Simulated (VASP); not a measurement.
# Ge in VASP: a series of runs

Ge is run at these levels: PBE; tasks: single point, relaxation of cell and atoms.

All numbers are computed with VASP 6.6.1; they aren't measurements. Logs are shortened: lines on timing, memory, paths and dates and some standing lists are left out, and cuts for length are marked.

### 1 The cell of the first run

The structure is orthorhombic, space group Immm (No. 71). The conventional cell has a = 2.908 Å, b = 3.629 Å, c = 3.658 Å, α = 90.00°, β = 90.00°, γ = 90.00°. Within 3.8 Å of Ge (site symmetry mmm) lie 14 Ge at 2.91 to 3.66 Å.

The cell was generated, and may not be a known phase.

### 2 Single point, PBE

INCAR

```
SYSTEM = Ge
ALGO     = Normal         ! electronic algorithm
EDIFF    = 1E-6           ! SCF threshold, eV
ENCUT    = 520            ! plane-wave cutoff, eV
GGA      = PE             ! functional
ISIF     = 2              ! what is computed and relaxed
ISMEAR   = 0              ! smearing method
LASPH    = .TRUE.         ! aspherical terms in the spheres
LCHARG   = .FALSE.        ! write CHGCAR
LREAL    = .FALSE.        ! projectors in reciprocal space
LWAVE    = .FALSE.        ! write WAVECAR
NBANDS   = 13             ! bands
NELM     = 60             ! most SCF steps
PREC     = Accurate       ! precision mode
SIGMA    = 0.1            ! smearing width, eV
```

KPOINTS

```
k-points
0
G
  8 8 8
  0 0 0
```

POSCAR

```
Ge
1.0
   -1.4539694714      1.8146713903      1.8289346925
    1.4539694714     -1.8146713903      1.8289346925
    1.4539694714      1.8146713903     -1.8289346925
Ge
1
Direct
    0.0000000000      0.5000000000      0.5000000000
```

Potentials or basis: VASP PAW PBE potentials, release 64 (Ge_d).

Run with:

```bash
$ cat potpaw_PBE.64/Ge_d/POTCAR > POTCAR
$ mpirun -np 1 vasp_std > vasp.out
```

OUTCAR:

```text
SYSTEM = Ge
   EDIFF = 1E-6
   ENCUT = 520
   GGA = PE
   ISIF = 2
   ISMEAR = 0
   LASPH = .TRUE.
   LREAL = .FALSE.
   NELM = 60
   PREC = Accurate

 ion  position               nearest neighbor table
   1  0.000  0.500  0.500-

  LATTYP: Found a body centered orthorhombic cell.
 ALAT       =     2.9079389428
 B/A-ratio  =     1.2480808064
 C/A-ratio  =     1.2578907112

  Lattice vectors:

 A1 = (  -1.4539694714,   1.8146713903,   1.8289346925)
 A2 = (   1.4539694714,  -1.8146713903,   1.8289346925)
 A3 = (   1.4539694714,   1.8146713903,  -1.8289346925)

Analysis of symmetry for initial positions (statically):
=====================================================================
 Subroutine PRICEL returns:
 Original cell was already a primitive cell.

 Routine SETGRP: Setting up the symmetry group for a
 body centered orthorhombic supercell.

 Subroutine GETGRP returns: Found  8 space group operations
 (whereof  8 operations were pure point group operations)
 out of a pool of  8 trial point group operations.

The static configuration has the point symmetry D_2h.

Analysis of symmetry for dynamics (positions and initial velocities):
=====================================================================
 Subroutine PRICEL returns:
 Original cell was already a primitive cell.

 Routine SETGRP: Setting up the symmetry group for a
 body centered orthorhombic supercell.

 Subroutine GETGRP returns: Found  8 space group operations
 (whereof  8 operations were pure point group operations)
 out of a pool of  8 trial point group operations.

The dynamic configuration has the point symmetry D_2h.

 Subroutine INISYM returns: Found  8 space group operations
 (whereof  8 operations are pure point group operations),
 and found     1 'primitive' translations

----------------------------------------------------------------------------------------

                                     Primitive cell

  volume of cell :      19.3024

  direct lattice vectors                    reciprocal lattice vectors
    -1.453969471  1.814671390  1.828934693     0.000000000  0.275531979  0.273383190
     1.453969471 -1.814671390  1.828934693     0.343886175  0.000000000  0.273383190
     1.453969471  1.814671390 -1.828934693     0.343886175  0.275531979  0.000000000

  length of vectors
     2.958388343  2.958388343  2.958388343     0.388144612  0.439313180  0.440653575

  position of ions in fractional coordinates (direct lattice)
     0.000000000  0.500000000  0.500000000

  ion indices of the primitive-cell ions
   primitive index   ion index
                 1           1

----------------------------------------------------------------------------------------

 KPOINTS: k-points

Automatic generation of k-mesh.
 Grid dimensions read from file:
 generate k-points for:    8    8    8

 Generating k-lattice:

  Cartesian coordinates                     Fractional coordinates (reciprocal lattice)
     0.000000000  0.034441497  0.034172899     0.125000000  0.000000000  0.000000000
     0.042985772  0.000000000  0.034172899    -0.000000000  0.125000000  0.000000000
     0.042985772  0.034441497  0.000000000    -0.000000000  0.000000000  0.125000000

  Length of vectors
     0.048518077  0.054914147  0.055081697

  Shift w.r.t. Gamma in fractional coordinates (k-lattice)
     0.000000000  0.000000000  0.000000000

 Subroutine IBZKPT returns following result:
 ===========================================

 Found     95 irreducible k-points:

 Following reciprocal coordinates:
            Coordinates               Weight
  0.000000  0.000000  0.000000      1.000000
  0.125000  0.000000  0.000000      4.000000
  0.250000  0.000000  0.000000      4.000000
  0.375000 -0.000000  0.000000      4.000000
  0.500000  0.000000  0.000000      2.000000
  0.000000  0.125000  0.000000      4.000000
[... 16 lines left out ...]
  0.125000  0.375000  0.000000      8.000000
  0.250000  0.375000  0.000000      8.000000
 [... further k-points ...]
[... 43 lines left out ...]
  ---------------------------------------------------
  ext. energy  EPLUGINS =         0.00000000
  ---------------------------------------------------
  free energy    TOTEN  =        -4.22102631 eV

  energy without entropy =       -4.21825221  energy(sigma->0) =       -4.21963926

 E-fermi :   6.5938     XC(G=0): -11.1725

 val. band max:        6.5913081022   @ k =  -0.2500   0.3750   0.0000
 cond. band min:       6.5965407386   @ k =  -0.2500  -0.3750   0.2500
 fundamental gap:      0.0052326365
 Fermi energy:         6.5938116870

 k-point     1 :       0.0000    0.0000    0.0000
  band No.  band energies     occupation
      1     -18.2362      2.00000
      2     -18.1994      2.00000
      3     -18.1847      2.00000
      4     -18.1833      2.00000
      5     -18.1197      2.00000
      6      -6.4739      2.00000
      7      14.1224      0.00000
      8      14.1524      0.00000
      9      17.1699      0.00000
     10      18.0898      0.00000
     11      19.7962      0.00000
     12      23.8732      0.00000
     13      23.9284      0.00000

 k-point     2 :       0.1250    0.0000    0.0000
  band No.  band energies     occupation
      1     -18.2270      2.00000
      2     -18.2030      2.00000
      3     -18.1860      2.00000
      4     -18.1712      2.00000
      5     -18.1238      2.00000
      6      -6.1299      2.00000
      7      10.9392      0.00000
      8      14.3522      0.00000
      9      16.3598      0.00000
     10      19.1905      0.00000
     11      20.7836      0.00000
     12      22.7188      0.00000
     13      22.8420      0.00000

 k-point     3 :       0.2500    0.0000    0.0000
  band No.  band energies     occupation
      1     -18.2149      2.00000
      2     -18.2022      2.00000
      3     -18.1908      2.00000
      4     -18.1403      2.00000
      5     -18.1336      2.00000
      6      -5.1064      2.00000
      7       6.6745      0.25361
      8      14.8850      0.00000
      9      15.0102      0.00000
     10      19.8611      0.00000
     11      20.5057      0.00000
     12      21.2255      0.00000
     13      21.7403      0.00000
[... 305 lines left out ...]
 k-point    23 :       0.1250    0.3750    0.0000
  band No.  band energies     occupation
      1     -18.2383      2.00000
      2     -18.2060      2.00000
      3     -18.1457      2.00000
      4     -18.1159      2.00000
      5     -18.1047      2.00000
      6      -1.1925      2.00000
      7       3.5747      2.00000
      8       7.9792      0.00000
      9      11.4391      0.00000
     10      15.4983      0.00000
     11      18.6282      0.00000
     12      23.1453      0.00000
     13      27.4777      0.00000

 k-point    24 :       0.2500    0.3750    0.0000
  band No.  band energies     occupation
      1     -18.2281      2.00000
      2     -18.1840      2.00000
      3     -18.1483      2.00000
      4     -18.1312      2.00000
      5     -18.1114      2.00000
      6       0.3170      2.00000
      7       3.1595      2.00000
      8       4.9981      2.00000
      9      11.2157      0.00000
     10      16.6248      0.00000
     11      19.7592      0.00000
     12      23.7461      0.00000
     13      28.6800      0.00000

 [... further k-points ...]
[... 5 lines left out ...]
  --------------------------------------------------------------------------------------
  -------------------------------------------------------------------------------------
  Total       -0.0026843     -0.0476045      0.0103887      0.0000000      0.0000000      0.0000000
  in kB       -0.2228105     -3.9513621      0.8623058      0.0000000      0.0000000      0.0000000
  external PRESSURE =      -1.1039556 kB  Pullay stress =       0.0000000 kB

 VOLUME and BASIS-vectors are now :
 -----------------------------------------------------------------------------
  energy-cutoff  :      520.00
  volume of cell :       19.30
      direct lattice vectors                 reciprocal lattice vectors
    -1.453969471  1.814671390  1.828934693     0.000000000  0.275531979  0.273383190
     1.453969471 -1.814671390  1.828934693     0.343886175  0.000000000  0.273383190
     1.453969471  1.814671390 -1.828934693     0.343886175  0.275531979  0.000000000

 POSITION                                       TOTAL-FORCE (eV/Angst)
 -----------------------------------------------------------------------------------
      1.45397      0.00000      0.00000         0.000000      0.000000      0.000000
 -----------------------------------------------------------------------------------
    total drift:                                0.000000      0.000000      0.000000

  FREE ENERGIE OF THE ION-ELECTRON SYSTEM (eV)
  ---------------------------------------------------
  free  energy   TOTEN  =        -4.2210263119 eV

  energy  without entropy=       -4.2182522138  energy(sigma->0) =       -4.21963926
```

It took 9.4 s on 1 thread of AMD EPYC 9R45 (Zen 5), shared host; peak memory 0.12 GiB.

What came out:

```
Free energy            : -4.2210 eV
Pressure               : -0.1 GPa
Band gap on the k mesh : zero (bands 7 and 8 overlap by 9.44 eV)
```

### 3 Single point, PBE

This run uses another cell than the first one, of 24.46 Å³/atom.

INCAR

```
ALGO     = Normal         # electronic algorithm
EDIFF    = 1E-7           # SCF threshold, eV
ENCUT    = 520            # plane-wave cutoff, eV
GGA      = PE             # functional
ISIF     = 2              # what is computed and relaxed
ISMEAR   = 0              # smearing method
LASPH    = True           # aspherical terms in the spheres
LCHARG   = False          # write CHGCAR
LREAL    = False          # projectors in reciprocal space
LWAVE    = False          # write WAVECAR
NBANDS   = 13             # bands
NELM     = 80             # most SCF steps
PREC     = Accurate       # precision mode
SIGMA    = 0.1            # smearing width, eV
```

KPOINTS

```
k-points
0
Gamma
  8 8 8
```

POSCAR

```
Ge
1.0
   -1.6237105800      1.9337603100      1.9474456200
    1.6237105800     -1.9337603100      1.9474456200
    1.6237105800      1.9337603100     -1.9474456200
Ge
1
Direct
    0.0000000000      0.5000000000      0.5000000000
```

Potentials or basis: VASP PAW PBE potentials, release 64 (Ge_d).

Run with:

```bash
$ cat potpaw_PBE.64/Ge_d/POTCAR > POTCAR
$ mpirun -np 1 vasp_std > vasp.out
```

It took 11 s on 1 thread of AMD EPYC 9R45 (Zen 5), shared host; peak memory 0.12 GiB.

The run converged. Its results:

* Free energy: -4.0291 eV
* Pressure: -9.3 GPa
* Band gap on the k mesh: zero (bands 7 and 8 overlap by 7.47 eV)

Stress tensor (GPa, compression positive):
```
-11.10   0.00   0.00
  0.00  -8.46   0.00
  0.00   0.00  -8.49
```

Levels at points of the mesh, in eV from the Fermi level:
```
           k point  band 5  band 6  band 7  band 8  band 9  band 10
(0.00, 0.00, 0.00)  -24.69  -11.26    6.21    6.22    7.64    11.01
(0.50, 0.00, 0.00)  -24.68   -7.88   -4.22    5.01    6.80     9.99
(0.00, 0.50, 0.00)  -24.68   -6.76   -3.78    3.00    4.47     7.41
(0.50, 0.50, 0.00)  -24.68   -6.74   -3.76    2.94    4.39     7.33
(0.50, 0.50, 0.50)  -24.67   -4.70   -1.22   -1.11    2.22     3.90
```

Caveat: the cell stands under tension.

### 4 Relaxation of cell and atoms, PBE

This run uses another cell than the first one, of 24.46 Å³/atom.

INCAR

```
  ALGO = Normal
  EDIFF = 1E-6
  EDIFFG = -0.04
  ENCUT = 600
  GGA = PE
  IBRION = 2
  ISIF = 3
  ISMEAR = 0
  LASPH = True
  LCHARG = False
  LREAL = False
  LWAVE = False
  NELM = 60
  NSW = 90
  PREC = Accurate
  SIGMA = 0.1
```

KPOINTS is that of step 3.

POSCAR is that of step 3.

Run with:

```bash
$ cat potpaw_PBE.64/Ge_d/POTCAR > POTCAR
$ mpirun -np 1 vasp_std > vasp.out
```

Wall time 78 s (1 thread of AMD EPYC 9R45 (Zen 5), shared host); peak memory 0.16 GiB.

The run converged. Its results:

```yaml
Free_energy: -4.2230 eV
Relaxed_volume: 19.36 Å³/atom
Relaxed_cell: a = 2.960 Å, b = 2.960 Å, c = 2.960 Å, α = 120.92°, β = 105.08°, γ = 103.06°
Space_group_after_relaxing_to_0.1_Å: Immm (No. 71)
Energy_gained_by_relaxing: 193.9 meV/atom
Ionic_steps: 9
Pressure_after_relaxing: 0.1 GPa
Band_gap_on_the_k_mesh: zero (bands 7 and 8 overlap by 9.28 eV)
```

Stress tensor (GPa, compression positive):
```
 0.28  0.00  0.00
 0.00 -0.32  0.00
 0.00  0.00  0.21
```

The path:
| step | energy change (eV) | largest force (eV/Å) | pressure (GPa) | volume (Å³) |
| --- | --- | --- | --- | --- |
| 1 | 0.0000 | 0.0000 | -9.40 | 24.46 |
| 2 | -0.1895 | 0.0000 | -1.36 | 19.72 |
| 3 | -0.1912 | 0.0000 | 0.00 | 19.31 |
| 4 | -0.1911 | 0.0000 | 0.40 | 19.22 |
| 5 | -0.1927 | 0.0000 | 0.52 | 19.23 |
| 6 | -0.1911 | 0.0000 | 0.33 | 19.25 |
| 7 | -0.1936 | 0.0000 | 0.37 | 19.23 |
| 8 | -0.1939 | 0.0000 | -0.63 | 19.39 |
| 9 | -0.1939 | 0.0000 | 0.05 | 19.36 |

Final structure:
```
CELL_PARAMETERS angstrom
-1.45943 1.80054 1.84154
1.45943 -1.80054 1.84154
1.45943 1.80054 -1.84154
ATOMIC_POSITIONS crystal
Ge 0.00000 0.50000 0.50000
```

Levels at points of the mesh, in eV from the Fermi level:
```tsv
k point	band 3	band 4	band 5	band 6	band 7	band 8	band 9	band 10	band 11
(0.00, 0.00, 0.00)	-24.82	-24.82	-24.76	-13.09	7.48	7.56	10.44	11.50	13.20
(0.50, 0.00, 0.00)	-24.81	-24.79	-24.73	-8.70	-5.70	6.96	8.90	12.34	13.23
(0.00, 0.50, 0.00)	-24.78	-24.74	-24.73	-6.77	-5.02	3.66	5.20	8.45	8.53
(0.50, 0.50, 0.00)	-24.78	-24.74	-24.73	-6.65	-4.94	3.41	4.84	8.10	8.17
(0.50, 0.50, 0.50)	-24.75	-24.74	-24.73	-4.20	-2.20	-1.79	3.27	3.42	7.35
```

Caveat: the volume moved by over 15 % at a fixed basis, so the end points are rough.

### 5 Single point, PBE

This run uses another cell than the first one, of 19.37 Å³/atom.

INCAR

```
PREC = Accurate
ENCUT = 520
EDIFF = 1E-6
ISMEAR = 0
SIGMA = 0.1
LREAL = F
LASPH = T
NELM = 80
ALGO = Normal
ISIF = 2
LWAVE = F
LCHARG = F
GGA = PE
NBANDS = 13
```

KPOINTS

```
regular mesh
0
Gamma
  24 24 24
```

POSCAR

```
Ge
1.0
   -1.7937324139      1.7937324139      1.5052997057
    1.7937324139     -1.7937324139      1.5052997057
    1.7937324139      1.7937324139     -1.5052997057
Ge
1
Direct
    0.5000000000      0.5000000000      0.0000000000
```

Run with:

```bash
$ cat potpaw_PBE.64/Ge_d/POTCAR > POTCAR
$ mpirun -np 1 vasp_std > vasp.out
```

Run time: 92 s. Hardware: 1 thread of AMD EPYC 9R45 (Zen 5), shared host; peak memory 0.32 GiB.

Results (log left out):

```yaml
Free_energy: -4.1954 eV
Pressure: -0.1 GPa
Band_gap_on_the_k_mesh: zero (bands 7 and 8 overlap by 10.66 eV)
```

Levels at points of the mesh, in eV from the Fermi level:
```tsv
k point	band 4	band 5	band 6	band 7	band 8	band 9	band 10	band 11
(0.00, 0.00, 0.00)	-24.73	-24.67	-12.98	8.00	8.00	10.03	12.17	14.04
(0.50, 0.00, 0.00)	-24.66	-24.64	-6.84	-4.95	3.68	5.39	8.49	8.62
(0.50, 0.50, 0.00)	-24.69	-24.64	-8.36	-5.53	6.32	8.67	11.67	12.40
(0.50, 0.50, 0.50)	-24.65	-24.63	-3.68	-1.63	-1.63	2.56	3.54	6.54
```

### 6 Relaxation of cell and atoms, PBE

INCAR

```
PREC = Accurate
ENCUT = 600
EDIFF = 1E-6
ISMEAR = 0
SIGMA = 0.1
LREAL = F
LASPH = T
NELM = 80
ALGO = Normal
ISIF = 3
LWAVE = F
LCHARG = F
GGA = PE
IBRION = 2
NSW = 100
EDIFFG = -0.01
```

KPOINTS is that of step 5.

POSCAR

```
Ge
1.0
   -1.8218030414      1.8218030414      1.4539694714
    1.8218030414     -1.8218030414      1.4539694714
    1.8218030414      1.8218030414     -1.4539694714
Ge
1
Direct
    0.5000000000      0.5000000000      0.0000000000
```

Potentials or basis: VASP PAW PBE potentials, release 64 (Ge_d).

Run with:

```bash
$ cat potpaw_PBE.64/Ge_d/POTCAR > POTCAR
$ mpirun -np 1 vasp_std > vasp.out
```

Wall time 13 min (1 thread of AMD EPYC 9R45 (Zen 5), shared host); peak memory 0.37 GiB.

Results (log left out):

| Item | Value |
| --- | --- |
| Free energy | -4.1955 eV |
| Relaxed volume | 19.40 Å³/atom |
| Relaxed cell | a = 2.951 Å, b = 2.951 Å, c = 2.951 Å, α = 105.12°, β = 105.12°, γ = 118.57° |
| Space group after relaxing (to 0.1 Å) | I4/mmm (No. 139) |
| Energy gained by relaxing | 2.1 meV/atom |
| Ionic steps | 16 |
| Pressure after relaxing | 0.0 GPa |
| Band gap on the k mesh | zero (bands 7 and 8 overlap by 10.65 eV) |

The path:
```csv
step,energy change (eV),largest force (eV/Å),pressure (GPa),volume (Å³)
1,0.0000,0.0000,0.53,19.30
2,-0.0009,0.0000,0.05,19.48
3,-0.0010,0.0000,-0.76,19.57
4,-0.0010,0.0000,0.09,19.53
5,-0.0010,0.0000,-0.35,19.55
6,-0.0014,0.0000,-0.24,19.50
7,-0.0018,0.0000,0.10,19.42
8,-0.0019,0.0000,0.07,19.39
9,-0.0020,0.0000,0.12,19.31
10,-0.0020,0.0000,0.30,19.33
11,-0.0020,0.0000,-0.36,19.46
12,-0.0021,0.0000,0.20,19.39
13,-0.0021,0.0000,-0.17,19.42
14,-0.0021,0.0000,-0.10,19.41
15,-0.0021,0.0000,-0.07,19.40
16,-0.0021,0.0000,-0.04,19.40
```

Final structure:
```xyz
1
Lattice="-1.7938 1.7938 1.5071 1.7938 -1.7938 1.5071 1.7938 1.7938 -1.5071" Properties=species:S:1:pos:R:3 pbc="T T T"
Ge    0.0000    0.0000    1.5071
```

Levels at points of the mesh, in eV from the Fermi level:
| k point | band 4 | band 5 | band 6 | band 7 | band 8 | band 9 | band 10 | band 11 |
| --- | --- | --- | --- | --- | --- | --- | --- | --- |
| (0.00, 0.00, 0.00) | -24.73 | -24.67 | -12.97 | 7.99 | 7.99 | 10.00 | 12.18 | 14.05 |
| (0.50, 0.00, 0.00) | -24.66 | -24.64 | -6.85 | -4.95 | 3.68 | 5.39 | 8.49 | 8.62 |
| (0.50, 0.50, 0.00) | -24.69 | -24.64 | -8.35 | -5.52 | 6.29 | 8.65 | 11.64 | 12.37 |
| (0.50, 0.50, 0.50) | -24.65 | -24.63 | -3.68 | -1.62 | -1.62 | 2.53 | 3.55 | 6.52 |

### 7 The runs side by side

```csv
task,cell,k mesh,cutoff (eV),gap on the mesh (eV),pressure (GPa),relaxed volume (Å³/atom)
single point,"a = 2.958 Å, angles 121.1, 104.3, 103.6°, 1 atom",8 × 8 × 8,520,none,-0.1,-
single point,"a = 3.189 Å, angles 118.8, 105.3, 104.7°, 1 atom",8 × 8 × 8,520,none,-9.3,-
relaxation of cell and atoms,"relaxed from a = 3.189 Å, angles 118.8, 105.3, 104.7°, 1 atom",8 × 8 × 8,600,none,0.1,19.36
single point,"a = 2.950 Å, angles 105.1, 105.1, 118.6°, 1 atom",24 × 24 × 24,520,none,-0.1,-
relaxation of cell and atoms,"relaxed from a = 2.958 Å, angles 104.0, 104.0, 121.1°, 1 atom",24 × 24 × 24,600,none,0.0,19.40
```

Alike in all rows: level PBE; potentials or basis VASP PAW PBE potentials, release 64 (Ge_d); no spin polarisation; smearing gaussian 0.1 eV.

Caveats: the cell stands under tension (at least some runs); the volume moved by over 15 % at a fixed basis, so the end points are rough (at least some runs).

Total energies depend on the potentials used, so only differences within one code and one set of settings carry meaning.

The gap in the log of VASP goes by the Fermi energy; the results here count the filled bands.